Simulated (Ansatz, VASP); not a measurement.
**CdTe: VASP beside Ansatz**

```
Te Cd
1.0
     0.00000    3.20500    3.20500
     3.20500    0.00000    3.20500
     3.20500    3.20500    0.00000
Te Cd
1 1
Direct
  0.75000 0.75000 0.75000
  0.00000 0.00000 0.00000
```

Alike in both runs: task single point; functional PBE; k mesh 4 × 4 × 4; occupations fermi-dirac, width 0.05 eV; no spin polarisation.

|  | VASP | Ansatz |
| --- | --- | --- |
| version | VASP 6.6.1 | Ansatz 0.2.0 |
| potentials or method | VASP PAW PBE potentials, release 64 (Te, Cd), cutoff 520 eV | all-electron PAW datasets made for the crystal |

```tsv
	VASP	Ansatz	Ansatz less VASP
gap on the k mesh at the Fermi level (eV)	0.86	0.86	0.000
least direct gap on the mesh (eV)	0.86	0.86	0.000
pressure (GPa)	4.6	4.5	-0.14
```

Ansatz ran all-electron here, and VASP with PAW potentials.

The k mesh is coarse, so the values compare programs but aren't converged. Neither program's run includes spin-orbit coupling.
